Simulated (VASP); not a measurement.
# GaP in VASP: further runs

The runs below take GaP through single point, with PBEsol.

Everything below comes from runs of VASP 6.6.1. Logs are shortened: lines on timing, memory, paths and dates and some standing lists are left out, and cuts for length are marked.

**Experimental background.**

From “Stacking defects in GaP nanowires: Electronic structure and optical properties”, 2018, arxiv:1810.01194, for a bulk crystal of GaP at 10 K: band gap 2.34 eV (indirect).

The results are compared with them further down.

## (1) The cell of the first run

It takes space group F-43m (No. 216, cubic). Conventional cell: a = 5.269 Å, b = 5.269 Å, c = 5.269 Å, α = 90.00°, β = 90.00°, γ = 90.00°. Ga (site symmetry -43m) has 4 P at 2.28 Å within 3.0 Å. Within 3.0 Å of P (site symmetry -43m) lie 4 Ga at 2.28 Å.

## (2) Single point, PBEsol

File INCAR:

```
SYSTEM = GaP
ALGO = Normal
EDIFF = 1E-6
ENCUT = 500
GGA = PS
GGA_COMPAT = .FALSE.
ISIF = 2
ISMEAR = -1
LASPH = .TRUE.
LCHARG = .FALSE.
LREAL = .FALSE.
LWAVE = .FALSE.
NBANDS = 16
NELM = 120
PREC = Accurate
SIGMA = 0.05
```

File KPOINTS:

```
k-points
0
G
  8 8 8
  0 0 0
```

File POSCAR:

```
GaP
1.0
    0.0000000000      2.6343562589      2.6343562589
    2.6343562589      0.0000000000      2.6343562589
    2.6343562589      2.6343562589      0.0000000000
Ga P
1 1
Direct
    0.0000000000      0.0000000000      0.0000000000
    0.7500000000      0.7500000000      0.7500000000
```

Potentials or basis: VASP PAW PBE potentials, release 64 (Ga_d, P).

On the command line:

```
$ cat potpaw_PBE.64/Ga_d/POTCAR potpaw_PBE.64/P/POTCAR > POTCAR
$ mpirun -np 1 vasp_std > vasp.out
```

OUTCAR:

```text
SYSTEM = GaP
   EDIFF = 1E-6
   ENCUT = 500
   GGA = PS
   ISIF = 2
   ISMEAR = -1
   LASPH = .TRUE.
   LREAL = .FALSE.
   NELM = 120
   PREC = Accurate

 ion  position               nearest neighbor table
   1  0.000  0.000  0.000-   2 2.28   2 2.28   2 2.28   2 2.28
   2  0.750  0.750  0.750-   1 2.28   1 2.28   1 2.28   1 2.28

  LATTYP: Found a face centered cubic cell.
 ALAT       =     5.2687125178

  Lattice vectors:

 A1 = (   0.0000000000,   2.6343562589,   2.6343562589)
 A2 = (   2.6343562589,   0.0000000000,   2.6343562589)
 A3 = (   2.6343562589,   2.6343562589,   0.0000000000)

Analysis of symmetry for initial positions (statically):
[... 5 lines left out ...]
 face centered cubic supercell.

 Subroutine GETGRP returns: Found 24 space group operations
 (whereof 24 operations were pure point group operations)
 out of a pool of 48 trial point group operations.

The static configuration has the point symmetry T_d .

Analysis of symmetry for dynamics (positions and initial velocities):
[... 5 lines left out ...]
 face centered cubic supercell.

 Subroutine GETGRP returns: Found 24 space group operations
 (whereof 24 operations were pure point group operations)
 out of a pool of 48 trial point group operations.

The dynamic configuration has the point symmetry T_d .

 Subroutine INISYM returns: Found 24 space group operations
 (whereof 24 operations are pure point group operations),
 and found     1 'primitive' translations

----------------------------------------------------------------------------------------

                                     Primitive cell

  volume of cell :      36.5640

  direct lattice vectors                    reciprocal lattice vectors
     0.000000000  2.634356259  2.634356259    -0.189799690  0.189799690  0.189799690
     2.634356259  0.000000000  2.634356259     0.189799690 -0.189799690  0.189799690
     2.634356259  2.634356259  0.000000000     0.189799690  0.189799690 -0.189799690

  length of vectors
     3.725542349  3.725542349  3.725542349     0.328742705  0.328742705  0.328742705

  position of ions in fractional coordinates (direct lattice)
     0.000000000  0.000000000  0.000000000
     0.750000000  0.750000000  0.750000000

  ion indices of the primitive-cell ions
   primitive index   ion index
                 1           1
                 2           2

----------------------------------------------------------------------------------------

 KPOINTS: k-points

Automatic generation of k-mesh.
 Grid dimensions read from file:
 generate k-points for:    8    8    8

 Generating k-lattice:

  Cartesian coordinates                     Fractional coordinates (reciprocal lattice)
    -0.023724961  0.023724961  0.023724961     0.125000000  0.000000000  0.000000000
     0.023724961 -0.023724961  0.023724961     0.000000000  0.125000000  0.000000000
     0.023724961  0.023724961 -0.023724961     0.000000000  0.000000000  0.125000000

  Length of vectors
     0.041092838  0.041092838  0.041092838

  Shift w.r.t. Gamma in fractional coordinates (k-lattice)
     0.000000000  0.000000000  0.000000000

 Subroutine IBZKPT returns following result:
 ===========================================

 Found     29 irreducible k-points:

 Following reciprocal coordinates:
            Coordinates               Weight
  0.000000  0.000000  0.000000      1.000000
  0.125000  0.000000  0.000000      8.000000
  0.250000  0.000000  0.000000      8.000000
  0.375000  0.000000  0.000000      8.000000
  0.500000  0.000000  0.000000      4.000000
  0.125000  0.125000  0.000000      6.000000
[... 16 lines left out ...]
  0.500000  0.250000  0.125000     48.000000
 -0.375000  0.250000  0.125000     24.000000
 [... further k-points ...]
   k-points           NKPTS =     29   k-points in BZ     NKDIM =     29   number of bands    NBANDS=     16
   number of dos      NEDOS =    301   number of ions     NIONS =      2
   total plane-waves  NPLWV =  21952
   dimension x,y,z NGX =    28 NGY =   28 NGZ =   28
   dimension x,y,z NGXF=    56 NGYF=   56 NGZF=   56
   ions per type =               1   1
   NGX,Y,Z   is equivalent  to a cutoff of  12.49, 12.49, 12.49 a.u.
   NGXF,Y,Z  is equivalent  to a cutoff of  24.99, 24.99, 24.99 a.u.
 SYSTEM =  GaP
   PREC   = accura    normal or accurate (medium, high low for compatibility)
   ISTART =      0    job   : 0-new  1-cont  2-samecut
   ICHARG =      2    charge: 1-file 2-atom 10-const
   ISPIN  =      1    spin polarized calculation?
   LNONCOLLINEAR =      F non collinear calculations
   LSORBIT =      F    spin-orbit coupling
   LASPH  =      T    aspherical Exc in radial PAW
   ENCUT  =  500.0 eV  36.75 Ry    6.06 a.u.   6.79  6.79  6.79*2*pi/ulx,y,z
   NELM   =    120;   NELMIN=  2; NELMDL= -5     # of ELM steps
   EDIFF  = 0.1E-05   stopping-criterion for ELM
   LREAL  =      F    real-space projection
   EDIFFG = 0.1E-04   stopping-criterion for IOM
   NSW    =      0    number of steps for IOM
   IBRION =     -1    ionic relax: 0-MD 1-quasi-New 2-CG
   NFREE  =      0    steps in history (QN), initial steepest desc. (CG)
   ISIF   =      2    stress and relaxation
   ISYM   =      2    0-nonsym 1-usesym 2-fastsym
   POTIM  = 0.5000    time-step for ionic-motion
   TEBEG  =    0.0;   TEEND  =   0.0 temperature during run
   PSTRESS=    0.0 pullay stress
   NELECT =      18.0000    total number of electrons
   NUPDOWN=      -1.0000    fix difference up-down
   EMIN   =  10.00;   EMAX   =-10.00  energy-range for DOS
   EFERMI =   0.00;   METHOD = LEGACY
   ISMEAR =    -1;   SIGMA  =   0.05  broadening in eV -4-tet -1-fermi 0-gaus
   EFERMI_NEDOS =   21; number of points for ismear=-14 and -15
   IALGO  =     38    algorithm
   IMIX   =      4    mixing-type and parameters
     AMIX     =   0.40;   BMIX     =  1.00
     AMIX_MAG =   1.60;   BMIX_MAG =  1.00
  volume/ion in A,a.u.               =      18.28       123.37
  Fermi-wavevector in a.u.,A,eV,Ry     =   1.292651  2.442755 22.734596  1.670946
  Thomas-Fermi vector in A             =   2.424345
   LORBIT       =      0    0 simple, 1 ext, 2 COOP (PROOUT), +10 PAW based schemes
   GGA     = PS    functional components
   LHFCALC =     F    Hartree Fock is set to
   AEXX    =    0.0000 exact exchange contribution
   IVDW    =     0    specifies the selected vdW correction
   LEPSILON=     F    determine dielectric tensor
   LRPA    =     F    only Hartree local field effects (RPA)
 non-spin polarized calculation
  energy-cutoff  :      500.00
  volume of cell :       36.56
 maximum number of plane-waves:       950
   NGX = 13   NGY = 13   NGZ = 13

 number of electron      17.9999999 magnetization

 Free energy of the ion-electron system (eV)
  ---------------------------------------------------
  ext. energy  EPLUGINS =         0.00000000
  ---------------------------------------------------
  free energy    TOTEN  =        -9.81817068 eV

  energy without entropy =       -9.81817062  energy(sigma->0) =       -9.81817065

 E-fermi :   6.2992     XC(G=0): -10.4896

 val. band max:        5.6692610655   @ k =   0.0000   0.0000   0.0000
 cond. band min:       6.9558700902   @ k =   0.5000   0.5000   0.0000
 fundamental gap:      1.2866090247
 Fermi energy:         6.2991736862

 k-point     1 :       0.0000    0.0000    0.0000
  band No.  band energies     occupation
      1      -9.0922      2.00000
      2      -9.0922      2.00000
      3      -9.0922      2.00000
      4      -8.9560      2.00000
      5      -8.9560      2.00000
      6      -7.6744      2.00000
[... 8 lines left out ...]
     15      15.5794      0.00000
     16      15.5794      0.00000

 k-point     2 :       0.1250    0.0000    0.0000
  band No.  band energies     occupation
      1      -9.1161      2.00000
      2      -9.0856      2.00000
      3      -9.0856      2.00000
      4      -8.9562      2.00000
      5      -8.9562      2.00000
      6      -7.4396      2.00000
[... 8 lines left out ...]
     15      14.8600      0.00000
     16      15.6530      0.00000

 k-point     3 :       0.2500    0.0000    0.0000
  band No.  band energies     occupation
      1      -9.1631      2.00000
      2      -9.0717      2.00000
      3      -9.0717      2.00000
      4      -8.9545      2.00000
      5      -8.9545      2.00000
      6      -6.7782      2.00000
[... 8 lines left out ...]
     15      14.6727      0.00000
     16      15.6682      0.00000

 k-point     4 :       0.3750    0.0000    0.0000
  band No.  band energies     occupation
      1      -9.2018      2.00000
      2      -9.0613      2.00000
      3      -9.0613      2.00000
      4      -8.9491      2.00000
      5      -8.9490      2.00000
      6      -5.8370      2.00000
[... 8 lines left out ...]
     15      16.0280      0.00000
     16      16.0280      0.00000

 k-point     5 :       0.5000    0.0000    0.0000
  band No.  band energies     occupation
      1      -9.2163      2.00000
      2      -9.0581      2.00000
      3      -9.0581      2.00000
      4      -8.9456      2.00000
      5      -8.9456      2.00000
      6      -5.2239      2.00000
[... 8 lines left out ...]
     15      17.6625      0.00000
     16      17.6625      0.00000

 k-point     6 :       0.1250    0.1250    0.0000
  band No.  band energies     occupation
      1      -9.1286      2.00000
      2      -9.0795      2.00000
      3      -9.0795      2.00000
      4      -8.9625      2.00000
      5      -8.9515      2.00000
      6      -7.3629      2.00000
[... 8 lines left out ...]
     15      15.8357      0.00000
     16      16.0816      0.00000
[... 267 lines left out ...]
 k-point    21 :       0.5000    0.5000    0.0000
  band No.  band energies     occupation
      1      -9.2564      2.00000
      2      -9.0121      2.00000
      3      -9.0003      2.00000
      4      -9.0003      2.00000
      5      -8.9252      2.00000
      6      -4.1740      2.00000
[... 8 lines left out ...]
     15      18.3036      0.00000
     16      19.0908      0.00000

 k-point    22 :       0.3750    0.2500    0.1250
  band No.  band energies     occupation
      1      -9.1927      2.00000
      2      -9.0553      2.00000
      3      -9.0496      2.00000
      4      -8.9731      2.00000
      5      -8.9434      2.00000
      6      -6.2207      2.00000
[... 8 lines left out ...]
     15      17.1810      0.00000
     16      18.6117      0.00000

 k-point    23 :       0.5000    0.2500    0.1250
  band No.  band energies     occupation
      1      -9.2132      2.00000
      2      -9.0505      2.00000
      3      -9.0368      2.00000
      4      -8.9700      2.00000
      5      -8.9437      2.00000
      6      -5.3288      2.00000
[... 8 lines left out ...]
     15      17.6677      0.00000
     16      18.8680      0.00000

 k-point    24 :      -0.3750    0.2500    0.1250
  band No.  band energies     occupation
      1      -9.2207      2.00000
      2      -9.0500      2.00000
      3      -9.0325      2.00000
      4      -8.9647      2.00000
      5      -8.9460      2.00000
      6      -4.7548      2.00000
[... 8 lines left out ...]
     15      17.9085      0.00000
     16      18.7204      0.00000

 [... further k-points ...]
[... 5 lines left out ...]
  --------------------------------------------------------------------------------------
  -------------------------------------------------------------------------------------
  Total        2.2408059      2.2408059      2.2408059      0.0000000      0.0000000     -0.0000000
  in kB       98.1886518     98.1886518     98.1886518      0.0000000      0.0000000     -0.0000000
  external PRESSURE =      98.1886518 kB  Pullay stress =       0.0000000 kB

 VOLUME and BASIS-vectors are now :
 -----------------------------------------------------------------------------
  energy-cutoff  :      500.00
  volume of cell :       36.56
      direct lattice vectors                 reciprocal lattice vectors
     0.000000000  2.634356259  2.634356259    -0.189799690  0.189799690  0.189799690
     2.634356259  0.000000000  2.634356259     0.189799690 -0.189799690  0.189799690
     2.634356259  2.634356259  0.000000000     0.189799690  0.189799690 -0.189799690

 POSITION                                       TOTAL-FORCE (eV/Angst)
 -----------------------------------------------------------------------------------
      0.00000      0.00000      0.00000        -0.000000     -0.000000     -0.000000
      3.95153      3.95153      3.95153         0.000000      0.000000      0.000000
 -----------------------------------------------------------------------------------
    total drift:                               -0.000001     -0.000001     -0.000001

  FREE ENERGIE OF THE ION-ELECTRON SYSTEM (eV)
  ---------------------------------------------------
  free  energy   TOTEN  =        -9.8181706766 eV

  energy  without entropy=       -9.8181706187  energy(sigma->0) =       -9.81817065
```

Wall time 21 s (1 thread of Intel Xeon Platinum 8375C at 2.90GHz (Ice Lake), shared host); peak memory 0.16 GiB.

Results:

| Property | Result |
| --- | --- |
| Free energy | -9.8182 eV |
| Pressure | 9.8 GPa |
| Band gap on the k mesh | 1.29 eV, indirect (least direct gap 2.60 eV) |

Caveat: the PAW data sets were made with another functional, which shifts forces and pressure a little.

## (3) Single point, PBEsol

This run uses another cell than the first one, of 19.08 Å³/atom, 1.044 times its volume.

File INCAR:

```
ALGO     = Normal         # electronic algorithm
EDIFF    = 1E-6           # SCF threshold, eV
ENCUT    = 500            # plane-wave cutoff, eV
GGA      = PS             # functional
GGA_COMPAT= F            
ISIF     = 2              # what is computed and relaxed
ISMEAR   = -1             # smearing method
LASPH    = T              # aspherical terms in the spheres
LCHARG   = T              # write CHGCAR
LELF     = T              # ELF
LREAL    = F              # projectors in reciprocal space
LVHAR    = T            
LWAVE    = F              # write WAVECAR
NBANDS   = 16             # bands
NELM     = 120            # most SCF steps
PREC     = Accurate       # precision mode
SIGMA    = 0.05           # smearing width, eV
```

File KPOINTS:

```
k-points
0
Gamma
  8 8 8
```

File POSCAR:

```
GaP
1.0
    0.0000000000      2.6722833680      2.6722833680
    2.6722833680      0.0000000000      2.6722833680
    2.6722833680      2.6722833680      0.0000000000
Ga P
1 1
Direct
    0.0000000000      0.0000000000      0.0000000000
    0.7500000000      0.7500000000      0.7500000000
```

Potentials or basis: VASP PAW PBE potentials, release 64 (Ga_d, P).

On the command line:

```
$ cat potpaw_PBE.64/Ga_d/POTCAR potpaw_PBE.64/P/POTCAR > POTCAR
$ mpirun -np 1 vasp_std > vasp.out
```

Wall time 25 s (1 thread of Intel Xeon Platinum 8375C at 2.90GHz (Ice Lake), shared host); peak memory 0.16 GiB.

The run converged. Its results:

```yaml
Free_energy: -9.8913 eV
Pressure: 4.9 GPa
Band_gap_on_the_k_mesh: 1.39 eV, indirect (least direct gap 2.24 eV)
```

Levels at points of the mesh, in eV from the valence-band top:
| k point | band 7 | band 8 | band 9 | band 10 | band 11 | band 12 |
| --- | --- | --- | --- | --- | --- | --- |
| (0.00, 0.00, 0.00) | 0.00 | 0.00 | 0.00 | 2.24 | 3.81 | 3.81 |
| (0.50, 0.00, 0.00) | -7.05 | -1.22 | -1.22 | 1.76 | 4.63 | 4.63 |
| (0.50, 0.50, 0.00) | -7.10 | -2.93 | -2.93 | 1.39 | 1.65 | 10.99 |

Caveat: the PAW data sets were made with another functional, which shifts forces and pressure a little. A hybrid or GW would open this gap; PBEsol tends to underestimate it.

[end of part 1 of 2]
